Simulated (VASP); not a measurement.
# Mg (I4/mmm) in VASP: further runs, part 2 of 2

VASP 6.6.1.

## 3. Single point, PBEsol

This run uses another cell than the first one, of 21.31 Å³/atom.

Input file INCAR:

```
PREC = Accurate
ENCUT = 520
EDIFF = 1E-6
ISMEAR = 0
SIGMA = 0.15
LREAL = False
LASPH = True
NELM = 80
ALGO = Normal
ISIF = 2
LWAVE = False
LCHARG = True
GGA = PS
LELF = True
LVHAR = True
NBANDS = 7
```

Input file KPOINTS:

```
Automatic mesh
0
Gamma
  18 18 18
```

Input file POSCAR:

```
Mg
1.0
   -1.7369500000      1.7369500000      1.7659500000
    1.7369500000     -1.7369500000      1.7659500000
    1.7369500000      1.7369500000     -1.7659500000
Mg
1
Direct
    0.0000000000      0.0000000000      0.0000000000
```

Potentials or basis: VASP PAW PBE potentials, release 64 (Mg).

The run is started by

```
$ cat potpaw_PBE.64/Mg/POTCAR > POTCAR
$ mpirun -np 1 vasp_std > vasp.out
```

OUTCAR:

```text
PREC = Accurate
   ENCUT = 520
   EDIFF = 1E-6
   ISMEAR = 0
   LREAL = False
   LASPH = True
   NELM = 80
   ISIF = 2
   GGA = PS

 ion  position               nearest neighbor table
   1  0.000  0.000  0.000-

  LATTYP: Found a body centered tetragonal cell.
 ALAT       =     3.4739000000
 C/A-ratio  =     1.0166959325

  Lattice vectors:

 A1 = (  -1.7369500000,   1.7369500000,   1.7659500000)
 A2 = (   1.7369500000,  -1.7369500000,   1.7659500000)
 A3 = (   1.7369500000,   1.7369500000,  -1.7659500000)

Analysis of symmetry for initial positions (statically):
=====================================================================
 Subroutine PRICEL returns:
 Original cell was already a primitive cell.

 Routine SETGRP: Setting up the symmetry group for a
 body centered tetragonal supercell.

 Subroutine GETGRP returns: Found 16 space group operations
 (whereof 16 operations were pure point group operations)
 out of a pool of 16 trial point group operations.

The static configuration has the point symmetry D_4h.

Analysis of symmetry for dynamics (positions and initial velocities):
=====================================================================
 Subroutine PRICEL returns:
 Original cell was already a primitive cell.

 Routine SETGRP: Setting up the symmetry group for a
 body centered tetragonal supercell.

 Subroutine GETGRP returns: Found 16 space group operations
 (whereof 16 operations were pure point group operations)
 out of a pool of 16 trial point group operations.

The dynamic configuration has the point symmetry D_4h.

 Subroutine INISYM returns: Found 16 space group operations
 (whereof 16 operations are pure point group operations),
 and found     1 'primitive' translations

----------------------------------------------------------------------------------------

[... 108 lines left out ...]
   IMIX   =      4    mixing-type and parameters
     AMIX     =   0.40;   BMIX     =  1.00
     AMIX_MAG =   1.60;   BMIX_MAG =  1.00
  volume/ion in A,a.u.               =      21.31       143.82
  Fermi-wavevector in a.u.,A,eV,Ry     =   0.743956  1.405873  7.530420  0.553470
  Thomas-Fermi vector in A             =   1.839194
   LORBIT       =      0    0 simple, 1 ext, 2 COOP (PROOUT), +10 PAW based schemes
   GGA     = PS    functional components
   LHFCALC =     F    Hartree Fock is set to
   AEXX    =    0.0000 exact exchange contribution
   IVDW    =     0    specifies the selected vdW correction
   LEPSILON=     F    determine dielectric tensor
   LRPA    =     F    only Hartree local field effects (RPA)
 non-spin polarized calculation
 Gauss-broadening in eV      SIGMA  =   0.15
  energy-cutoff  :      520.00
  volume of cell :       21.31
 maximum number of plane-waves:       590
   NGX = 11   NGY = 11   NGZ = 11

 number of electron       2.0000000 magnetization

 Free energy of the ion-electron system (eV)
  ---------------------------------------------------
  ext. energy  EPLUGINS =         0.00000000
  ---------------------------------------------------
  free energy    TOTEN  =        -1.69037535 eV

  energy without entropy =       -1.68628615  energy(sigma->0) =       -1.68833075

 E-fermi :   3.0203     XC(G=0):  -8.7731

 val. band max:        3.0164371575   @ k =   0.3889   0.3889   0.0000
 cond. band min:       3.0215670284   @ k =  -0.3889  -0.3889   0.2778
 fundamental gap:      0.0051298709
 Fermi energy:         3.0202780833

 k-point     1 :       0.0000    0.0000    0.0000
  band No.  band energies     occupation
      1      -4.2626      2.00000
      2      16.4002      0.00000
      3      16.4002      0.00000
      4      16.7422      0.00000
      5      18.4250      0.00000
      6      18.8119      0.00000
      7      19.0141      0.00000
[... 221 lines left out ...]
 k-point    24 :      -0.2222    0.0556    0.0000
  band No.  band energies     occupation
      1      -3.2751      2.00000
      2      10.7087      0.00000
      3      13.2716      0.00000
      4      14.4609      0.00000
      5      16.2781      0.00000
      6      17.2349      0.00000
      7      19.1450      0.00000

 [... further k-points ...]

------------------------ aborting loop because EDIFF is reached ----------------------------------------

  FORCE on cell =-STRESS in cart. coord.  units (eV):
  Direction    XX          YY          ZZ          XY          YZ          ZX
  --------------------------------------------------------------------------------------
  -------------------------------------------------------------------------------------
  Total        0.2798639      0.2798639      0.2991707      0.0000000     -0.0000000      0.0000000
  in kB       21.0399354     21.0399354     22.4914038      0.0000000     -0.0000000      0.0000000
  external PRESSURE =      21.5237582 kB  Pullay stress =       0.0000000 kB

 VOLUME and BASIS-vectors are now :
 -----------------------------------------------------------------------------
  energy-cutoff  :      520.00
  volume of cell :       21.31
      direct lattice vectors                 reciprocal lattice vectors
    -1.736950000  1.736950000  1.765950000     0.000000000  0.287860906  0.283133724
     1.736950000 -1.736950000  1.765950000     0.287860906  0.000000000  0.283133724
     1.736950000  1.736950000 -1.765950000     0.287860906  0.287860906  0.000000000

 POSITION                                       TOTAL-FORCE (eV/Angst)
 -----------------------------------------------------------------------------------
      0.00000      0.00000      0.00000         0.000000      0.000000      0.000000
 -----------------------------------------------------------------------------------
    total drift:                               -0.000000      0.000000      0.000000

  FREE ENERGIE OF THE ION-ELECTRON SYSTEM (eV)
  ---------------------------------------------------
  free  energy   TOTEN  =        -1.6903753466 eV

  energy  without entropy=       -1.6862861458  energy(sigma->0) =       -1.68833075
```

Wall time 25 s (1 thread of AMD EPYC 9R45 (Zen 5), shared host); peak memory 0.16 GiB.

Results:

```
Free energy            : -1.6904 eV
Pressure               : 2.2 GPa
Band gap on the k mesh : zero (bands 1 and 2 overlap by 4.75 eV)
```

Levels at points of the mesh, in eV from the Fermi level:
| k point | band 1 | band 2 | band 3 | band 4 | band 5 | band 6 |
| --- | --- | --- | --- | --- | --- | --- |
| (0.00, 0.00, 0.00) | -7.28 | 13.38 | 13.38 | 13.72 | 15.40 | 15.79 |
| (0.50, 0.00, 0.00) | -1.63 | -0.95 | 8.98 | 10.00 | 10.79 | 12.17 |
| (0.50, 0.50, 0.00) | -1.56 | -0.83 | 8.68 | 9.71 | 10.47 | 12.04 |
| (0.50, 0.50, 0.50) | 3.80 | 3.92 | 4.10 | 4.20 | 4.20 | 8.34 |

Caveat: the PAW data sets were made with another functional, which shifts forces and pressure a little.

## 4. Single point, PBEsol

This run uses another cell than the first one, of 21.51 Å³/atom.

Input file INCAR:

```
SYSTEM = Mg
  ALGO = Normal
  EDIFF = 1E-6
  ENCUT = 520
  GGA = PS
  ISIF = 2
  ISMEAR = 0
  LASPH = .TRUE.
  LCHARG = .FALSE.
  LREAL = .FALSE.
  LWAVE = .FALSE.
  NBANDS = 7
  NELM = 60
  PREC = Accurate
  SIGMA = 0.15
```

Input file KPOINTS:

```
k-points
0
G
  18 18 18
  0 0 0
```

Input file POSCAR:

```
Mg
1.0
   -1.7794500000      1.7794500000      1.6980524727
    1.7794500000     -1.7794500000      1.6980524727
    1.7794500000      1.7794500000     -1.6980524727
Mg
1
Direct
    0.0000000000      0.0000000000      0.0000000000
```

The run is started by

```
$ cat potpaw_PBE.64/Mg/POTCAR > POTCAR
$ mpirun -np 1 vasp_std > vasp.out
```

It took 24 s on 1 thread of AMD EPYC 9R45 (Zen 5), shared host; peak memory 0.17 GiB.

It converged, with:

| Item | Value |
| --- | --- |
| Free energy | -1.6923 eV |
| Pressure | 1.8 GPa |
| Band gap on the k mesh | zero (bands 1 and 2 overlap by 4.80 eV) |

Stress tensor (GPa, compression positive):
```
1.65 0.00 0.00
0.00 1.65 0.00
0.00 0.00 1.96
```

Levels at points of the mesh, in eV from the Fermi level:
| k point | band 1 | band 2 | band 3 | band 4 | band 5 | band 6 |
| --- | --- | --- | --- | --- | --- | --- |
| (0.00, 0.00, 0.00) | -7.23 | 12.80 | 13.79 | 13.79 | 14.99 | 15.54 |
| (0.50, 0.00, 0.00) | -1.51 | -0.78 | 8.58 | 9.58 | 10.33 | 11.94 |
| (0.50, 0.50, 0.00) | -1.73 | -1.13 | 9.44 | 10.41 | 11.27 | 12.29 |
| (0.50, 0.50, 0.50) | 3.67 | 3.67 | 3.78 | 4.19 | 4.83 | 8.32 |

Caveat: the PAW data sets were made with another functional, which shifts forces and pressure a little.

## 5. Overview

```tsv
cell	gap on the mesh (eV)	pressure (GPa)
a = 2.986 Å, angles 108.9, 108.9, 110.7°, 1 atom	none	4.1
a = 3.025 Å, angles 109.9, 109.9, 108.6°, 1 atom	none	2.2
a = 3.036 Å, angles 108.2, 108.2, 112.0°, 1 atom	none	1.8
```

Alike in all rows: task single point; level PBEsol; potentials or basis VASP PAW PBE potentials, release 64 (Mg); no spin polarisation; k mesh 18 × 18 × 18; cutoff (eV) 520; smearing gaussian 0.15 eV.

Caveats: the PAW data sets were made with another functional, which shifts forces and pressure a little; the cell stands under pressure (at least some runs).

Absolute energies hang on the potentials; compare differences alone.
